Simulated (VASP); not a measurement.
A run of VASP 6.6.1:

File INCAR:

```
ALGO = Normal
EDIFF = 1E-7
ENCUT = 520
GGA = PE
ISIF = 2
ISMEAR = -1
LASPH = T
LCHARG = T
LELF = T
LREAL = F
LVHAR = T
LWAVE = F
NBANDS = 26
NELM = 100
PREC = Accurate
SIGMA = 0.1
```

KPOINTS

```
k-points
0
Gamma
  7 7 4
```

POSCAR

```
CdInS2
1.0
    3.8694961422      0.0000000000      0.0000000000
   -1.9347480711      3.3510819590      0.0000000000
    0.0000000000      0.0000000000      6.8105290000
In Cd S
1 1 2
Direct
    0.0000000000      0.0000000000      0.5000000000
    0.0000000000      0.0000000000      0.0000000000
    0.3333333333      0.6666666667      0.2449510000
    0.6666666667      0.3333333333      0.7550490000
```

Potentials or basis: VASP PAW PBE potentials, release 64 (In_d, Cd, S).

The run is started by

```bash
$ cat potpaw_PBE.64/In_d/POTCAR potpaw_PBE.64/Cd/POTCAR potpaw_PBE.64/S/POTCAR > POTCAR
$ mpirun -np 1 vasp_std > vasp.out
```

Hardware: 1 thread of Intel(R) Xeon(R) Platinum 8488C (Sapphire Rapids), on a shared host.

Q: How long does it take, and how much memory?

A: It took 61 s on 1 thread of Intel(R) Xeon(R) Platinum 8488C (Sapphire Rapids), on a shared host, peak memory 0.24 GiB. Counts: scf iterations 16, k points 28.
